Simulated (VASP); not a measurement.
# NbTe (zincblende type) (F-43m) in VASP: notebook

NbTe (zincblende type) is run at these levels: LDA; tasks: single point.

Program: VASP 6.6.1. These are calculated values, not measurements. Logs are shortened: lines on timing, memory, paths and dates and some standing lists are left out, and cuts for length are marked.

**1. The cell of the first run**

The structure is cubic, space group F-43m (No. 216). The conventional cell has a = 5.671 Å, b = 5.671 Å, c = 5.671 Å, α = 90.00°, β = 90.00°, γ = 90.00°. Within 3.2 Å of Nb (site symmetry -43m) lie 4 Te at 2.46 Å. Within 3.2 Å of Te (site symmetry -43m) lie 4 Nb at 2.46 Å.

**2. Single point, LDA (volume scaled by 0.78)**

Contents of INCAR:

```
SYSTEM = NbTe
PREC = Accurate
ENCUT = 520
EDIFF = 1E-7
ISMEAR = -1
SIGMA = 0.1
LREAL = .False.
LASPH = .True.
NELM = 60
ALGO = Normal
ISIF = 2
LWAVE = .False.
LCHARG = .False.
NBANDS = 16
```

Contents of KPOINTS:

```
Automatic mesh
0
Gamma
  12 12 12
  0 0 0
```

Contents of POSCAR:

```
NbTe
1.0
    0.0000000000      2.8354696725      2.8354696725
    2.8354696725      0.0000000000      2.8354696725
    2.8354696725      2.8354696725      0.0000000000
Nb Te
1 1
Direct
    0.0000000000      0.0000000000      0.0000000000
    0.2500000000      0.2500000000      0.2500000000
```

Potentials or basis: VASP PAW LDA potentials, release 64 (Nb_sv, Te).

Launch:

```console
> cat potpaw_LDA.64/Nb_sv/POTCAR potpaw_LDA.64/Te/POTCAR > POTCAR
> mpirun -np 1 vasp_std > vasp.out
```

OUTCAR:

```text
SYSTEM = NbTe
   PREC = Accurate
   ENCUT = 520
   EDIFF = 1E-7
   ISMEAR = -1
   LREAL = .False.
   LASPH = .True.
   NELM = 60
   ISIF = 2

 ion  position               nearest neighbor table
   1  0.000  0.000  0.000-   2 2.46   2 2.46   2 2.46   2 2.46
   2  0.250  0.250  0.250-   1 2.46   1 2.46   1 2.46   1 2.46

  LATTYP: Found a face centered cubic cell.
 ALAT       =     5.6709393450

  Lattice vectors:

 A1 = (   0.0000000000,   2.8354696725,   2.8354696725)
 A2 = (   2.8354696725,   0.0000000000,   2.8354696725)
 A3 = (   2.8354696725,   2.8354696725,   0.0000000000)

Analysis of symmetry for initial positions (statically):
=====================================================================
 Subroutine PRICEL returns:
 Original cell was already a primitive cell.

 Routine SETGRP: Setting up the symmetry group for a
 face centered cubic supercell.

 Subroutine GETGRP returns: Found 24 space group operations
 (whereof 24 operations were pure point group operations)
 out of a pool of 48 trial point group operations.

The static configuration has the point symmetry T_d .

Analysis of symmetry for dynamics (positions and initial velocities):
=====================================================================
 Subroutine PRICEL returns:
 Original cell was already a primitive cell.

 Routine SETGRP: Setting up the symmetry group for a
 face centered cubic supercell.

 Subroutine GETGRP returns: Found 24 space group operations
 (whereof 24 operations were pure point group operations)
 out of a pool of 48 trial point group operations.

The dynamic configuration has the point symmetry T_d .

 Subroutine INISYM returns: Found 24 space group operations
 (whereof 24 operations are pure point group operations),
 and found     1 'primitive' translations

----------------------------------------------------------------------------------------

                                     Primitive cell

  volume of cell :      45.5937

  direct lattice vectors                    reciprocal lattice vectors
     0.000000000  2.835469672  2.835469672    -0.176337629  0.176337629  0.176337629
     2.835469672  0.000000000  2.835469672     0.176337629 -0.176337629  0.176337629
     2.835469672  2.835469672  0.000000000     0.176337629  0.176337629 -0.176337629

  length of vectors
     4.009959667  4.009959667  4.009959667     0.305425733  0.305425733  0.305425733

  position of ions in fractional coordinates (direct lattice)
     0.000000000  0.000000000  0.000000000
     0.250000000  0.250000000  0.250000000

  ion indices of the primitive-cell ions
   primitive index   ion index
                 1           1
                 2           2

----------------------------------------------------------------------------------------

 KPOINTS: Automatic mesh

Automatic generation of k-mesh.
 Grid dimensions read from file:
 generate k-points for:   12   12   12

 Generating k-lattice:

  Cartesian coordinates                     Fractional coordinates (reciprocal lattice)
    -0.014694802  0.014694802  0.014694802     0.083333333  0.000000000  0.000000000
     0.014694802 -0.014694802  0.014694802     0.000000000  0.083333333  0.000000000
     0.014694802  0.014694802 -0.014694802     0.000000000  0.000000000  0.083333333

  Length of vectors
     0.025452144  0.025452144  0.025452144

  Shift w.r.t. Gamma in fractional coordinates (k-lattice)
     0.000000000  0.000000000  0.000000000

 Subroutine IBZKPT returns following result:
 ===========================================

 Found     72 irreducible k-points:

 Following reciprocal coordinates:
            Coordinates               Weight
  0.000000  0.000000  0.000000      1.000000
  0.083333  0.000000  0.000000      8.000000
  0.166667  0.000000  0.000000      8.000000
  0.250000  0.000000  0.000000      8.000000
  0.333333  0.000000  0.000000      8.000000
  0.416667  0.000000  0.000000      8.000000
[... 16 lines left out ...]
  0.500000  0.166667  0.000000     24.000000
 -0.416667  0.166667  0.000000     24.000000
 [... further k-points ...]
   k-points           NKPTS =     72   k-points in BZ     NKDIM =     72   number of bands    NBANDS=     16
   number of dos      NEDOS =    301   number of ions     NIONS =      2
   total plane-waves  NPLWV =  27000
   dimension x,y,z NGX =    30 NGY =   30 NGZ =   30
   dimension x,y,z NGXF=    60 NGYF=   60 NGZF=   60
   ions per type =               1   1
   NGX,Y,Z   is equivalent  to a cutoff of  12.44, 12.44, 12.44 a.u.
   NGXF,Y,Z  is equivalent  to a cutoff of  24.87, 24.87, 24.87 a.u.
 SYSTEM =  NbTe
   PREC   = accura    normal or accurate (medium, high low for compatibility)
   ISTART =      0    job   : 0-new  1-cont  2-samecut
   ICHARG =      2    charge: 1-file 2-atom 10-const
   ISPIN  =      1    spin polarized calculation?
   LNONCOLLINEAR =      F non collinear calculations
   LSORBIT =      F    spin-orbit coupling
   LASPH  =      T    aspherical Exc in radial PAW
   ENCUT  =  520.0 eV  38.22 Ry    6.18 a.u.   7.46  7.46  7.46*2*pi/ulx,y,z
   NELM   =     60;   NELMIN=  2; NELMDL= -5     # of ELM steps
   EDIFF  = 0.1E-06   stopping-criterion for ELM
   LREAL  =      F    real-space projection
   EDIFFG = 0.1E-05   stopping-criterion for IOM
   NSW    =      0    number of steps for IOM
   IBRION =     -1    ionic relax: 0-MD 1-quasi-New 2-CG
   NFREE  =      0    steps in history (QN), initial steepest desc. (CG)
   ISIF   =      2    stress and relaxation
   ISYM   =      2    0-nonsym 1-usesym 2-fastsym
   POTIM  = 0.5000    time-step for ionic-motion
   TEBEG  =    0.0;   TEEND  =   0.0 temperature during run
   PSTRESS=    0.0 pullay stress
   NELECT =      19.0000    total number of electrons
   NUPDOWN=      -1.0000    fix difference up-down
   EMIN   =  10.00;   EMAX   =-10.00  energy-range for DOS
   EFERMI =   0.00;   METHOD = LEGACY
   ISMEAR =    -1;   SIGMA  =   0.10  broadening in eV -4-tet -1-fermi 0-gaus
   EFERMI_NEDOS =   21; number of points for ismear=-14 and -15
   IALGO  =     38    algorithm
   IMIX   =      4    mixing-type and parameters
     AMIX     =   0.40;   BMIX     =  1.00
     AMIX_MAG =   1.60;   BMIX_MAG =  1.00
  volume/ion in A,a.u.               =      22.80       153.84
  Fermi-wavevector in a.u.,A,eV,Ry     =   1.222806  2.310769 20.344185  1.495255
  Thomas-Fermi vector in A             =   2.357940
   LORBIT       =      0    0 simple, 1 ext, 2 COOP (PROOUT), +10 PAW based schemes
   GGA     = CA    functional components
   LHFCALC =     F    Hartree Fock is set to
   AEXX    =    0.0000 exact exchange contribution
   IVDW    =     0    specifies the selected vdW correction
   LEPSILON=     F    determine dielectric tensor
   LRPA    =     F    only Hartree local field effects (RPA)
 non-spin polarized calculation
  energy-cutoff  :      520.00
  volume of cell :       45.59
 maximum number of plane-waves:      1245
 NGX is ok and might be reduce to    30
   NGX = 15   NGY = 15   NGZ = 15

 number of electron      18.9999999 magnetization

 Free energy of the ion-electron system (eV)
  ---------------------------------------------------
  ext. energy  EPLUGINS =         0.00000000
  ---------------------------------------------------
  free energy    TOTEN  =       -12.57012656 eV

  energy without entropy =      -12.46008031  energy(sigma->0) =      -12.51510343

 E-fermi :   9.7441     XC(G=0): -10.9834

 val. band max:        9.7430721950   @ k =  -0.4167   0.2500   0.0833
 cond. band min:       9.7473944411   @ k =  -0.2500   0.2500   0.0833
 fundamental gap:      0.0043222461
 Fermi energy:         9.7441206500

 k-point     1 :       0.0000    0.0000    0.0000
  band No.  band energies     occupation
      1     -44.6821      2.00000
      2     -21.0885      2.00000
      3     -21.0885      2.00000
      4     -21.0885      2.00000
      5      -3.8319      2.00000
      6       5.1364      2.00000
[... 8 lines left out ...]
     15      17.7650      0.00000
     16      17.7650      0.00000

 k-point     2 :       0.0833    0.0000    0.0000
  band No.  band energies     occupation
      1     -44.6814      2.00000
      2     -21.0991      2.00000
      3     -21.0900      2.00000
      4     -21.0900      2.00000
      5      -3.7611      2.00000
      6       5.0173      2.00000
[... 8 lines left out ...]
     15      17.2047      0.00000
     16      17.6321      0.00000

 k-point     3 :       0.1667    0.0000    0.0000
  band No.  band energies     occupation
      1     -44.6793      2.00000
      2     -21.1279      2.00000
      3     -21.0941      2.00000
      4     -21.0941      2.00000
      5      -3.5638      2.00000
      6       4.7368      2.00000
[... 8 lines left out ...]
     15      16.3232      0.00000
     16      17.5126      0.00000

 k-point     4 :       0.2500    0.0000    0.0000
  band No.  band energies     occupation
      1     -44.6766      2.00000
      2     -21.1670      2.00000
      3     -21.0998      2.00000
      4     -21.0998      2.00000
      5      -3.2840      2.00000
      6       4.4390      2.00000
[... 8 lines left out ...]
     15      16.2021      0.00000
     16      17.8600      0.00000

 k-point     5 :       0.3333    0.0000    0.0000
  band No.  band energies     occupation
      1     -44.6738      2.00000
      2     -21.2057      2.00000
      3     -21.1054      2.00000
      4     -21.1054      2.00000
      5      -2.9915      2.00000
      6       4.2257      2.00000
[... 8 lines left out ...]
     15      17.2778      0.00000
     16      18.4691      0.00000

 k-point     6 :       0.4167    0.0000    0.0000
  band No.  band energies     occupation
      1     -44.6718      2.00000
      2     -21.2339      2.00000
      3     -21.1095      2.00000
      4     -21.1095      2.00000
      5      -2.7689      2.00000
      6       4.1237      2.00000
[... 8 lines left out ...]
     15      18.6864      0.00000
     16      18.9623      0.00000

 k-point     7 :       0.5000    0.0000    0.0000
  band No.  band energies     occupation
      1     -44.6711      2.00000
      2     -21.2441      2.00000
      3     -21.1110      2.00000
      4     -21.1110      2.00000
      5      -2.6855      2.00000
      6       4.0993      2.00000
[... 8 lines left out ...]
     15      19.1421      0.00000
     16      19.1423      0.00000

 k-point     8 :       0.0833    0.0833    0.0000
  band No.  band energies     occupation
      1     -44.6811      2.00000
      2     -21.0995      2.00000
      3     -21.0921      2.00000
      4     -21.0921      2.00000
      5      -3.7375      2.00000
      6       4.9626      2.00000
[... 8 lines left out ...]
     15      17.0971      0.00000
     16      17.6036      0.00000

 k-point     9 :       0.1667    0.0833    0.0000
  band No.  band energies     occupation
      1     -44.6795      2.00000
      2     -21.1211      2.00000
      3     -21.0967      2.00000
      4     -21.0951      2.00000
      5      -3.5820      2.00000
      6       4.7384      2.00000
[... 8 lines left out ...]
     15      16.6228      0.00000
     16      17.2875      0.00000
[... 172 lines left out ...]
 k-point    19 :       0.1667    0.1667    0.0000
  band No.  band energies     occupation
      1     -44.6784      2.00000
      2     -21.1292      2.00000
      3     -21.1019      2.00000
      4     -21.1019      2.00000
      5      -3.4731      2.00000
      6       4.5540      2.00000
[... 8 lines left out ...]
     15      16.0181      0.00000
     16      17.7697      0.00000

 k-point    20 :       0.2500    0.1667    0.0000
  band No.  band energies     occupation
      1     -44.6763      2.00000
      2     -21.1551      2.00000
      3     -21.1083      2.00000
      4     -21.1076      2.00000
      5      -3.2609      2.00000
      6       4.3280      2.00000
[... 8 lines left out ...]
     15      16.1893      0.00000
     16      17.8482      0.00000

 k-point    21 :       0.3333    0.1667    0.0000
  band No.  band energies     occupation
      1     -44.6738      2.00000
      2     -21.1878      2.00000
      3     -21.1146      2.00000
      4     -21.1142      2.00000
      5      -2.9956      2.00000
      6       4.1713      2.00000
[... 8 lines left out ...]
     15      16.6491      0.00000
     16      18.1391      0.00000

 k-point    22 :       0.4167    0.1667    0.0000
  band No.  band energies     occupation
      1     -44.6716      2.00000
      2     -21.2167      2.00000
      3     -21.1227      2.00000
      4     -21.1181      2.00000
      5      -2.7471      2.00000
      6       4.1386      2.00000
[... 8 lines left out ...]
     15      17.7569      0.00000
     16      18.7821      0.00000

 k-point    23 :       0.5000    0.1667    0.0000
  band No.  band energies     occupation
      1     -44.6701      2.00000
      2     -21.2343      2.00000
      3     -21.1298      2.00000
      4     -21.1188      2.00000
      5      -2.5880      2.00000
      6       4.2155      2.00000
[... 8 lines left out ...]
     15      18.4632      0.00000
     16      18.9874      0.00000

 k-point    24 :      -0.4167    0.1667    0.0000
  band No.  band energies     occupation
      1     -44.6700      2.00000
      2     -21.2362      2.00000
      3     -21.1337      2.00000
      4     -21.1162      2.00000
      5      -2.5674      2.00000
      6       4.3086      2.00000
[... 8 lines left out ...]
     15      18.3831      0.00000
     16      18.9768      0.00000

 [... further k-points ...]
[... 5 lines left out ...]
  --------------------------------------------------------------------------------------
  -------------------------------------------------------------------------------------
  Total        9.7689597      9.7689597      9.7689597      0.0000000      0.0000000      0.0000000
  in kB      343.2842563    343.2842563    343.2842563      0.0000000      0.0000000      0.0000000
  external PRESSURE =     343.2842563 kB  Pullay stress =       0.0000000 kB

 VOLUME and BASIS-vectors are now :
 -----------------------------------------------------------------------------
  energy-cutoff  :      520.00
  volume of cell :       45.59
      direct lattice vectors                 reciprocal lattice vectors
     0.000000000  2.835469672  2.835469672    -0.176337629  0.176337629  0.176337629
     2.835469672  0.000000000  2.835469672     0.176337629 -0.176337629  0.176337629
     2.835469672  2.835469672  0.000000000     0.176337629  0.176337629 -0.176337629

 POSITION                                       TOTAL-FORCE (eV/Angst)
 -----------------------------------------------------------------------------------
      0.00000      0.00000      0.00000         0.000000     -0.000000      0.000000
      1.41773      1.41773      1.41773        -0.000000      0.000000     -0.000000
 -----------------------------------------------------------------------------------
    total drift:                                0.000000      0.000000      0.000000

  FREE ENERGIE OF THE ION-ELECTRON SYSTEM (eV)
  ---------------------------------------------------
  free  energy   TOTEN  =       -12.5701265583 eV

  energy  without entropy=      -12.4600803075  energy(sigma->0) =      -12.51510343
```

Run time: 44 s. Hardware: 1 thread of Intel Xeon Platinum 8488C (Sapphire Rapids), shared host; peak memory 0.18 GiB.

What came out:

```yaml
Free_energy: -12.5701 eV
Pressure: 34.3 GPa
```

Levels at points of the mesh, in eV from the Fermi level:
| k point | band 8 | band 9 | band 10 | band 11 | band 12 | band 13 |
| --- | --- | --- | --- | --- | --- | --- |
| (0.00, 0.00, 0.00) | -4.61 | -0.26 | -0.26 | 2.50 | 5.48 | 5.48 |
| (0.50, 0.00, 0.00) | -4.17 | 0.12 | 0.12 | 0.32 | 3.06 | 3.06 |
| (0.50, 0.50, 0.00) | -3.14 | -1.73 | 0.48 | 0.57 | 1.03 | 1.03 |

Caveat: spin-orbit coupling is left out, which moves the levels of the heavy elements.

**3. Single point, LDA (volume scaled by 0.78, source ansatz)**

Contents of INCAR:

```
ALGO = Normal ; EDIFF = 1E-6
ENCUT = 520 ; ISIF = 2
ISMEAR = -1 ; LASPH = True
LCHARG = True ; LELF = True
LREAL = False ; LVHAR = True
LWAVE = False ; NBANDS = 16
NELM = 80 ; PREC = Accurate
SIGMA = 0.1
```

Contents of KPOINTS:

```
k-points
0
Gamma
  12 12 12
```

POSCAR is that of step 2.

Potentials or basis: VASP PAW LDA potentials, release 64 (Nb_sv, Te).

Launch:

```console
> cat potpaw_LDA.64/Nb_sv/POTCAR potpaw_LDA.64/Te/POTCAR > POTCAR
> mpirun -np 1 vasp_std > vasp.out
```

Wall time 42 s (1 thread of Intel Xeon Platinum 8488C (Sapphire Rapids), shared host); peak memory 0.18 GiB.

The run converged. Its results:

| Item | Value |
| --- | --- |
| Free energy | -12.5701 eV |
| Pressure | 34.3 GPa |

Levels at points of the mesh, in eV from the Fermi level:
```csv
k point,band 8,band 9,band 10,band 11,band 12,band 13
"(0.00, 0.00, 0.00)",-4.61,-0.26,-0.26,2.50,5.48,5.48
"(0.50, 0.00, 0.00)",-4.17,0.12,0.12,0.32,3.06,3.06
"(0.50, 0.50, 0.00)",-3.14,-1.73,0.48,0.57,1.03,1.03
```

Caveat: spin-orbit coupling is left out, which moves the levels of the heavy elements.

(Continued in part 2 of 2.)
